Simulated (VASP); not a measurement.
# CsC (P-6m2) in VASP: further runs

CsC is run at these levels: PBE; tasks: single point, relaxation of cell and atoms.

Program: VASP 6.6.1. These are calculated values, not measurements. Logs are shortened: lines on timing, memory, paths and dates and some standing lists are left out, and cuts for length are marked.

**1. The cell of the first run**

It takes space group P-6m2 (No. 187, hexagonal). Conventional cell: a = 4.461 Å, b = 4.461 Å, c = 3.646 Å, α = 90.00°, β = 90.00°, γ = 120.00°. Within 4.2 Å of Cs (site symmetry -6m2) lie 6 C at 3.16 Å and 2 Cs at 3.65 Å. C (site symmetry -6m2) has 6 Cs at 3.16 Å and 2 C at 3.65 Å within 4.2 Å.

**2. Single point, PBE**

The input, INCAR:

```
ALGO     = Normal         # electronic algorithm
EDIFF    = 1E-7           # SCF threshold, eV
ENCUT    = 520            # plane-wave cutoff, eV
GGA      = PE             # functional
ISIF     = 2              # what is computed and relaxed
ISMEAR   = 0              # smearing method
LASPH    = True           # aspherical terms in the spheres
LCHARG   = False          # write CHGCAR
LREAL    = False          # projectors in reciprocal space
LWAVE    = False          # write WAVECAR
NBANDS   = 14             # bands
NELM     = 100            # most SCF steps
PREC     = Accurate       # precision mode
SIGMA    = 0.1            # smearing width, eV
```

The input, KPOINTS:

```
k-points
0
Gamma
  15 15 14
```

The input, POSCAR:

```
CsC
1.0
    4.4611026595      0.0000000000      0.0000000000
   -2.2305513298      3.8634282320      0.0000000000
    0.0000000000      0.0000000000      3.6461739954
Cs C
1 1
Direct
    0.3333333333      0.6666666667      0.5000000000
    0.0000000000      0.0000000000      0.0000000000
```

Potentials or basis: VASP PAW PBE potentials, release 64 (Cs_sv, C).

Launch:

```
cat potpaw_PBE.64/Cs_sv/POTCAR potpaw_PBE.64/C/POTCAR > POTCAR
mpirun -np 1 vasp_std > vasp.out
```

OUTCAR:

```text
EDIFF = 1E-7
   ENCUT = 520
   GGA = PE
   ISIF = 2
   ISMEAR = 0
   LASPH = True
   LREAL = False
   NELM = 100
   PREC = Accurate

 ion  position               nearest neighbor table
   1  0.333  0.667  0.500-
   2  0.000  0.000  0.000-

  LATTYP: Found a hexagonal cell.
 ALAT       =     4.4611026595
 C/A-ratio  =     0.8173257317

  Lattice vectors:

 A1 = (   4.4611026595,   0.0000000000,   0.0000000000)
 A2 = (  -2.2305513298,   3.8634282320,   0.0000000000)
 A3 = (   0.0000000000,   0.0000000000,   3.6461739954)

Analysis of symmetry for initial positions (statically):
=====================================================================
 Subroutine PRICEL returns:
 Original cell was already a primitive cell.

 Routine SETGRP: Setting up the symmetry group for a
 hexagonal supercell.

 Subroutine GETGRP returns: Found 12 space group operations
 (whereof 12 operations were pure point group operations)
 out of a pool of 24 trial point group operations.

The static configuration has the point symmetry D_3h.

Analysis of symmetry for dynamics (positions and initial velocities):
=====================================================================
 Subroutine PRICEL returns:
 Original cell was already a primitive cell.

 Routine SETGRP: Setting up the symmetry group for a
 hexagonal supercell.

 Subroutine GETGRP returns: Found 12 space group operations
 (whereof 12 operations were pure point group operations)
 out of a pool of 24 trial point group operations.

The dynamic configuration has the point symmetry D_3h.

 Subroutine INISYM returns: Found 12 space group operations
 (whereof 12 operations are pure point group operations),
 and found     1 'primitive' translations

----------------------------------------------------------------------------------------

                                     Primitive cell

  volume of cell :      62.8424

  direct lattice vectors                    reciprocal lattice vectors
     4.461102659  0.000000000  0.000000000     0.224159827  0.129418736  0.000000000
    -2.230551330  3.863428232  0.000000000     0.000000000  0.258837473  0.000000000
     0.000000000  0.000000000  3.646173995     0.000000000  0.000000000  0.274260088

  length of vectors
     4.461102659  4.461102660  3.646173995     0.258837473  0.258837473  0.274260088

  position of ions in fractional coordinates (direct lattice)
     0.333333333  0.666666667  0.500000000
     0.000000000  0.000000000  0.000000000

  ion indices of the primitive-cell ions
   primitive index   ion index
                 1           1
                 2           2

----------------------------------------------------------------------------------------

 KPOINTS: k-points

Automatic generation of k-mesh.
 Grid dimensions read from file:
 generate k-points for:   15   15   14

 Generating k-lattice:

  Cartesian coordinates                     Fractional coordinates (reciprocal lattice)
     0.014943988  0.008627916  0.000000000     0.066666667  0.000000000  0.000000000
     0.000000000  0.017255832  0.000000000     0.000000000  0.066666667  0.000000000
     0.000000000  0.000000000  0.019590006     0.000000000  0.000000000  0.071428571

  Length of vectors
     0.017255832  0.017255832  0.019590006

  Shift w.r.t. Gamma in fractional coordinates (k-lattice)
     0.000000000  0.000000000  0.000000000

 Subroutine IBZKPT returns following result:
 ===========================================

 Found    216 irreducible k-points:

 Following reciprocal coordinates:
            Coordinates               Weight
  0.000000  0.000000  0.000000      1.000000
  0.066667  0.000000  0.000000      6.000000
  0.133333  0.000000  0.000000      6.000000
  0.200000 -0.000000  0.000000      6.000000
  0.266667  0.000000  0.000000      6.000000
  0.333333  0.000000  0.000000      6.000000
[... 16 lines left out ...]
  0.333333  0.200000  0.000000     12.000000
  0.400000  0.200000  0.000000      6.000000
 [... further k-points ...]
   k-points           NKPTS =    216   k-points in BZ     NKDIM =    216   number of bands    NBANDS=     14
   number of dos      NEDOS =    301   number of ions     NIONS =      2
   total plane-waves  NPLWV =  36288
   dimension x,y,z NGX =    36 NGY =   36 NGZ =   28
   dimension x,y,z NGXF=    72 NGYF=   72 NGZF=   56
   ions per type =               1   1
   NGX,Y,Z   is equivalent  to a cutoff of  13.42, 13.42, 12.77 a.u.
   NGXF,Y,Z  is equivalent  to a cutoff of  26.83, 26.83, 25.53 a.u.
 SYSTEM =  unknown system
   PREC   = accura    normal or accurate (medium, high low for compatibility)
   ISTART =      0    job   : 0-new  1-cont  2-samecut
   ICHARG =      2    charge: 1-file 2-atom 10-const
   ISPIN  =      1    spin polarized calculation?
   LNONCOLLINEAR =      F non collinear calculations
   LSORBIT =      F    spin-orbit coupling
   LASPH  =      T    aspherical Exc in radial PAW
   ENCUT  =  520.0 eV  38.22 Ry    6.18 a.u.   8.29  8.29  6.78*2*pi/ulx,y,z
   NELM   =    100;   NELMIN=  2; NELMDL= -5     # of ELM steps
   EDIFF  = 0.1E-06   stopping-criterion for ELM
   LREAL  =      F    real-space projection
   EDIFFG = 0.1E-05   stopping-criterion for IOM
   NSW    =      0    number of steps for IOM
   IBRION =     -1    ionic relax: 0-MD 1-quasi-New 2-CG
   NFREE  =      0    steps in history (QN), initial steepest desc. (CG)
   ISIF   =      2    stress and relaxation
   ISYM   =      2    0-nonsym 1-usesym 2-fastsym
   POTIM  = 0.5000    time-step for ionic-motion
   TEBEG  =    0.0;   TEEND  =   0.0 temperature during run
   PSTRESS=    0.0 pullay stress
   NELECT =      13.0000    total number of electrons
   NUPDOWN=      -1.0000    fix difference up-down
   EMIN   =  10.00;   EMAX   =-10.00  energy-range for DOS
   EFERMI =   0.00;   METHOD = LEGACY
   ISMEAR =     0;   SIGMA  =   0.10  broadening in eV -4-tet -1-fermi 0-gaus
   EFERMI_NEDOS =   21; number of points for ismear=-14 and -15
   IALGO  =     38    algorithm
   IMIX   =      4    mixing-type and parameters
     AMIX     =   0.40;   BMIX     =  1.00
     AMIX_MAG =   1.60;   BMIX_MAG =  1.00
  volume/ion in A,a.u.               =      31.42       212.04
  Fermi-wavevector in a.u.,A,eV,Ry     =   0.968215  1.829661 12.754649  0.937440
  Thomas-Fermi vector in A             =   2.098166
   LORBIT       =      0    0 simple, 1 ext, 2 COOP (PROOUT), +10 PAW based schemes
   GGA     = PE    functional components
   LHFCALC =     F    Hartree Fock is set to
   AEXX    =    0.0000 exact exchange contribution
   IVDW    =     0    specifies the selected vdW correction
   LEPSILON=     F    determine dielectric tensor
   LRPA    =     F    only Hartree local field effects (RPA)
 non-spin polarized calculation
 Gauss-broadening in eV      SIGMA  =   0.10
  energy-cutoff  :      520.00
  volume of cell :       62.84
 maximum number of plane-waves:      1730
 NGX is ok and might be reduce to    36

 number of electron      12.9999998 magnetization

 Free energy of the ion-electron system (eV)
  ---------------------------------------------------
  ext. energy  EPLUGINS =         0.00000000
  ---------------------------------------------------
  free energy    TOTEN  =        -4.42435844 eV

  energy without entropy =       -4.40561973  energy(sigma->0) =       -4.41498908

 E-fermi :   1.0522     XC(G=0):  -8.2195

 val. band max:        1.0507055342   @ k =   0.4000   0.0000   0.2857
 cond. band min:       1.0557212501   @ k =   0.1333   0.1333   0.2143
 fundamental gap:      0.0050157159
 Fermi energy:         1.0522196304

 k-point     1 :       0.0000    0.0000    0.0000
  band No.  band energies     occupation
      1     -20.2261      2.00000
      2      -7.3975      2.00000
      3      -6.7847      2.00000
      4      -6.7847      2.00000
      5      -6.1443      2.00000
      6       0.9917      1.60808
      7       0.9917      1.60808
      8       2.1523      0.00000
      9       4.5670      0.00000
     10       4.9382      0.00000
     11       8.0903      0.00000
     12       8.0903      0.00000
     13      10.4924      0.00000
     14      10.4924      0.00000

 k-point     2 :       0.0667    0.0000    0.0000
  band No.  band energies     occupation
      1     -20.2229      2.00000
      2      -7.5367      2.00000
      3      -6.7946      2.00000
      4      -6.6544      2.00000
      5      -6.1392      2.00000
      6       0.9421      1.88063
      7       1.0179      1.37257
      8       2.1324      0.00000
      9       4.6343      0.00000
     10       5.0403      0.00000
     11       7.9676      0.00000
     12       8.1207      0.00000
     13      10.4624      0.00000
     14      10.4731      0.00000

 k-point     3 :       0.1333    0.0000    0.0000
  band No.  band energies     occupation
      1     -20.2137      2.00000
      2      -7.7988      2.00000
      3      -6.8225      2.00000
      4      -6.4183      2.00000
      5      -6.1247      2.00000
      6       0.8226      1.99883
      7       1.0914      0.57913
      8       2.0764      0.00000
      9       4.7799      0.00000
     10       5.3445      0.00000
     11       7.6973      0.00000
     12       8.2150      0.00000
     13      10.3807      0.00000
     14      10.4113      0.00000
[... 324 lines left out ...]
 k-point    23 :       0.3333    0.2000    0.0000
  band No.  band energies     occupation
      1     -20.1465      2.00000
      2      -8.6836      2.00000
      3      -7.2407      2.00000
      4      -6.0177      2.00000
      5      -5.5107      2.00000
      6       0.5745      2.00000
      7       1.4674      0.00000
      8       1.6983      0.00000
      9       5.1296      0.00000
     10       6.2197      0.00000
     11       8.2358      0.00000
     12       9.1065      0.00000
     13      10.7678      0.00000
     14      10.7973      0.00000

 k-point    24 :       0.4000    0.2000    0.0000
  band No.  band energies     occupation
      1     -20.1438      2.00000
      2      -8.7061      2.00000
      3      -7.2622      2.00000
      4      -6.0133      2.00000
      5      -5.4824      2.00000
      6       0.5825      2.00000
      7       1.4744      0.00000
      8       1.6841      0.00000
      9       5.1025      0.00000
     10       6.2721      0.00000
     11       8.2756      0.00000
     12       9.0588      0.00000
     13      10.8149      0.00000
     14      11.0979      0.00000

 [... further k-points ...]
[... 5 lines left out ...]
  --------------------------------------------------------------------------------------
  -------------------------------------------------------------------------------------
  Total        0.0396183      0.0396183      0.0419471     -0.0000000      0.0000000     -0.0000000
  in kB        1.0100765      1.0100765      1.0694502     -0.0000000      0.0000000     -0.0000000
  external PRESSURE =       1.0298678 kB  Pullay stress =       0.0000000 kB

 VOLUME and BASIS-vectors are now :
 -----------------------------------------------------------------------------
  energy-cutoff  :      520.00
  volume of cell :       62.84
      direct lattice vectors                 reciprocal lattice vectors
     4.461102659  0.000000000  0.000000000     0.224159827  0.129418736  0.000000000
    -2.230551330  3.863428232  0.000000000     0.000000000  0.258837473  0.000000000
     0.000000000  0.000000000  3.646173995     0.000000000  0.000000000  0.274260088

 POSITION                                       TOTAL-FORCE (eV/Angst)
 -----------------------------------------------------------------------------------
     -0.00000      2.57562      1.82309         0.000000     -0.000000      0.000000
      0.00000      0.00000      0.00000        -0.000000      0.000000      0.000000
 -----------------------------------------------------------------------------------
    total drift:                                0.000000     -0.000000     -0.000000

  FREE ENERGIE OF THE ION-ELECTRON SYSTEM (eV)
  ---------------------------------------------------
  free  energy   TOTEN  =        -4.4243584375 eV

  energy  without entropy=       -4.4056197299  energy(sigma->0) =       -4.41498908
```

It took 2 min on 1 thread of Intel Xeon Platinum 8259CL at 2.50GHz (Skylake/Cascade Lake), shared host; peak memory 0.32 GiB.

Results:

| Property | Result |
| --- | --- |
| Free energy | -4.4244 eV |
| Pressure | 0.1 GPa |

Levels at points of the mesh, in eV from the Fermi level:
```csv
k point,band 3,band 4,band 5,band 6,band 7,band 8,band 9,band 10
"(0.00, 0.00, 0.00)",-7.84,-7.84,-7.20,-0.06,-0.06,1.10,3.51,3.89
"(0.00, 0.00, 0.50)",-7.52,-7.52,-6.74,-1.14,0.05,0.05,5.89,5.89
```

Caveat: spin-orbit coupling is left out, which moves the levels of the heavy elements.

**3. Relaxation of cell and atoms, PBE**

This run uses another cell than the first one, of the same volume but with other edges.

The input, INCAR:

```
SYSTEM = CsC
PREC     = Accurate       ! precision mode
ENCUT    = 600            ! plane-wave cutoff, eV
EDIFF    = 1E-6           ! SCF threshold, eV
ISMEAR   = 0              ! smearing method
SIGMA    = 0.1            ! smearing width, eV
LREAL    = .FALSE.        ! projectors in reciprocal space
LASPH    = .TRUE.         ! aspherical terms in the spheres
NELM     = 100            ! most SCF steps
ALGO     = Normal         ! electronic algorithm
ISIF     = 3              ! what is computed and relaxed
LWAVE    = .FALSE.        ! write WAVECAR
LCHARG   = .FALSE.        ! write CHGCAR
GGA      = PE             ! functional
IBRION   = 2              ! ionic algorithm
NSW      = 100            ! ionic steps
EDIFFG   = -0.01          ! ionic threshold
```

The input, KPOINTS:

```
regular mesh
0
G
  15 15 14
  0 0 0
```

The input, POSCAR:

```
CsC
1.0
    4.3884433361      0.0000000000      0.0000000000
   -2.1942216681      3.8005034122      0.0000000000
    0.0000000000      0.0000000000      3.7691102816
Cs C
1 1
Direct
    0.3333333333      0.6666666667      0.5000000000
    0.0000000000      0.0000000000      0.0000000000
```

Potentials or basis: VASP PAW PBE potentials, release 64 (Cs_sv, C).

Launch:

```
cat potpaw_PBE.64/Cs_sv/POTCAR potpaw_PBE.64/C/POTCAR > POTCAR
mpirun -np 1 vasp_std > vasp.out
```

Run time: 5.2 min. Hardware: 1 thread of Intel Xeon Platinum 8259CL at 2.50GHz (Skylake/Cascade Lake), shared host; peak memory 0.34 GiB.

The run converged. Its results:

```yaml
Free_energy: -4.4245 eV
Relaxed_volume: 31.67 Å³/atom
Relaxed_cell: a = 4.471 Å, b = 4.471 Å, c = 3.659 Å, α = 90.00°, β = 90.00°, γ = 120.00°
Space_group_after_relaxing_to_0.05_Å: P-6m2 (No. 187)
Energy_gained_by_relaxing: 3.2 meV/atom
Ionic_steps: 7
Pressure_after_relaxing: 0.0 GPa
```

The path:
| step | energy change (eV) | largest force (eV/Å) | pressure (GPa) | volume (Å³) |
| --- | --- | --- | --- | --- |
| 1 | 0.0000 | 0.0000 | 0.06 | 62.86 |
| 2 | -0.0020 | 0.0000 | 0.04 | 62.97 |
| 3 | -0.0052 | 0.0000 | 0.01 | 63.21 |
| 4 | -0.0053 | 0.0000 | -0.04 | 63.63 |
| 5 | -0.0064 | 0.0000 | -0.05 | 63.43 |
| 6 | -0.0064 | 0.0000 | -0.02 | 63.42 |
| 7 | -0.0064 | 0.0000 | -0.01 | 63.34 |

Final structure:
```
CELL_PARAMETERS angstrom
4.47092 0.00000 0.00000
-2.23546 3.87193 0.00000
0.00000 0.00000 3.65883
ATOMIC_POSITIONS crystal
Cs 0.33333 0.66667 0.50000
C 0.00000 0.00000 0.00000
```

Levels at points of the mesh, in eV from the Fermi level:
```
           k point  band 2  band 3  band 4  band 5  band 6  band 7  band 8  band 9  band 10
(0.00, 0.00, 0.00)   -8.45   -7.84   -7.84   -7.22   -0.06   -0.06    1.08    3.51     3.86
(0.00, 0.00, 0.50)  -10.04   -7.54   -7.54   -6.76   -1.13    0.06    0.06    5.87     5.87
```

Caveat: spin-orbit coupling is left out, which moves the levels of the heavy elements.
